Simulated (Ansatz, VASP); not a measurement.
## One calculation of Bi2Te3, two programs

File INCAR:

```
ALGO = Normal
EDIFF = 1E-6
ENCUT = 520
GGA = CA
ISIF = 2
ISMEAR = 0
LASPH = True
LCHARG = False
LREAL = False
LWAVE = False
NBANDS = 32
NELM = 100
PREC = Accurate
SIGMA = 0.02
```

The input KPOINTS:

```
k-points
0
Gamma
  12 12 12
```

File POSCAR:

```
Bi2Te3
1.0
    2.2232746872      1.2836082391     10.7228906756
   -2.2232746872      1.2836082391     10.7228906756
    0.0000000000     -2.5672164782     10.7228906756
Bi Te
2 3
Direct
    0.3972076361      0.3972076361      0.3972076361
    0.6027923639      0.6027923639      0.6027923639
    0.0000000000      0.0000000000      0.0000000000
    0.2160333159      0.2160333159      0.2160333159
    0.7839666841      0.7839666841      0.7839666841
```

Input for Ansatz:

```yaml
crystal:
  lattice:
    - [2.2232746872, 1.2836082391, 10.7228906756]
    - [-2.2232746872, 1.2836082391, 10.7228906756]
    - [0.0, -2.5672164782, 10.7228906756]
  atoms:
    - { symbol: Bi, position: [0.3972076361, 0.3972076361, 0.3972076361] }
    - { symbol: Bi, position: [0.6027923639, 0.6027923639, 0.6027923639] }
    - { symbol: Te, position: [0.0, 0.0, 0.0] }
    - { symbol: Te, position: [0.2160333159, 0.2160333159, 0.2160333159] }
    - { symbol: Te, position: [0.7839666841, 0.7839666841, 0.7839666841] }
basis:
  ecutwfc: 420
kpoints:
  mp_grid: { grid: [12, 12, 12] }
  band_path:
    path:
      - [[0.0, 0.0, 0.0], [0.5, 0.5, 0.5], [0.82378011, 0.17621989, 0.5]]
      - [[0.5, -0.17621989, 0.17621989], [0.5, 0.0, 0.0], [0.0, 0.0, 0.0], [0.33810995, -0.33810995, 0.0]]
      - [[0.66189005, 0.0, 0.33810995], [0.5, 0.0, 0.5], [0.0, 0.0, 0.0]]
    npoints: 14
hamiltonian:
  xc: lda
scf:
  occupations: { method: gaussian, width: 0.02 }
  n_extra_bands: 12
output:
  forces: true
  stress: true
  eigenvalues: true
  populations: true
  dos: { projected: true, de: 0.02, nscf_kmesh: { grid: [18, 18, 18] } }
  bader: true
  write_density: true
  write_potential: true
  elf: true
  volumetric_format: npy
```

Alike in both runs: task single point; functional LDA; k mesh 12 × 12 × 12; occupations gaussian, width 0.02 eV; no spin polarisation.

|  | VASP | Ansatz |
| --- | --- | --- |
| version | VASP 6.6.1 | Ansatz 0.2.0 |
| potentials or method | VASP PAW LDA potentials, release 64 (Bi_d, Te), cutoff 520 eV | scalar-relativistic, plane waves, PAW |
| valence electrons in the cell | 48 | 78 |

|  | VASP | Ansatz | Ansatz less VASP |
| --- | --- | --- | --- |
| gap on the k mesh at the Fermi level (eV) | 0.44 | 0.45 | +0.006 |
| least direct gap on the mesh (eV) | 0.44 | 0.45 | +0.006 |
| pressure (GPa) | -3.2 | -3.2 | -0.09 |
| traceless stress, the component that is largest in VASP (GPa) | -0.08 | -0.09 | -0.007 |
| rms of the force components (eV/Å) | 0.073 | 0.085 | +0.0117 |

LDA's correlation is that of Perdew and Zunger in VASP and of Perdew and Wang (1992) in Ansatz. Atom by atom the forces differ by 0.013 eV/Å (rms over components). VASP's potentials hold 48 valence electrons a cell and Ansatz's 78, so a difference there can come from the potentials and not from the codes.

Neither program's run includes spin-orbit coupling.
